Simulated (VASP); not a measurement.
Here is a VASP 6.6.1 calculation.

File INCAR:

```
SYSTEM = Si2W
PREC = Accurate
ENCUT = 520
EDIFF = 1E-6
ISMEAR = -1
SIGMA = 0.05
LREAL = .False.
LASPH = .True.
NELM = 80
ALGO = Normal
ISIF = 2
LWAVE = .False.
LCHARG = .False.
ISYM = 0
NBANDS = 18
```

The input KPOINTS:

```
regular mesh
0
Gamma
  11 11 14
  0 0 0
```

The input POSCAR:

```
Si2W
1.0
   -1.6060000000      1.6060000000      3.9400000000
    1.6060000000     -1.6060000000      3.9400000000
    1.6060000000      1.6060000000     -3.9400000000
Si W
2 1
Direct
    0.3330000000      0.3330000000      0.0000000000
    0.6670000000      0.6670000000      0.0000000000
    0.0000000000      0.0000000000      0.0000000000
```

Potentials or basis: VASP PAW LDA potentials, release 64 (Si, W_sv).

Launch:

```console
$ cat potpaw_LDA.64/Si/POTCAR potpaw_LDA.64/W_sv/POTCAR > POTCAR
$ mpirun -np 1 vasp_std > vasp.out
```

(1) Estimate the largest force.

(2) What does it give for the pressure?

Results:

(1) 0.316 eV/Å.

(2) -6.6 GPa.
